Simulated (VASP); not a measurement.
Input of a VASP 6.6.1 run:

INCAR

```
ALGO = Normal
EDIFF = 1E-7
ENCUT = 520
GGA = PE
ISIF = 2
ISMEAR = -1
LASPH = T
LCHARG = F
LREAL = F
LWAVE = F
NBANDS = 27
NELM = 60
PREC = Accurate
SIGMA = 0.02
```

The input KPOINTS:

```
k-points
0
Gamma
  7 7 6
```

The input POSCAR:

```
InSe
1.0
    5.8679026766     -2.0550000000      0.0000000000
    5.8679026766      2.0550000000      0.0000000000
   -1.5994156962      0.0000000000      4.4533660986
In Se
2 2
Direct
    0.8840000000      0.8840000000      0.0050000000
    0.1160000000      0.1160000000      0.9950000000
    0.6600000000      0.6600000000      0.6420000000
    0.3400000000      0.3400000000      0.3580000000
```

Potentials or basis: VASP PAW PBE potentials, release 64 (In_d, Se).

Launch:

```bash
$ cat potpaw_PBE.64/In_d/POTCAR potpaw_PBE.64/Se/POTCAR > POTCAR
$ mpirun -np 1 vasp_std > vasp.out
```

Q: Predict the largest force.

A: 0.664 eV/Å.

Q: Predict the pressure.

A: 1.4 GPa.

Stress tensor (GPa, compression positive):
```
3.86 0.00 1.68
0.00 0.24 0.00
1.68 0.00 0.04
```

Caveat: the cell differs from its parent crystal (zz strain of +3 %).
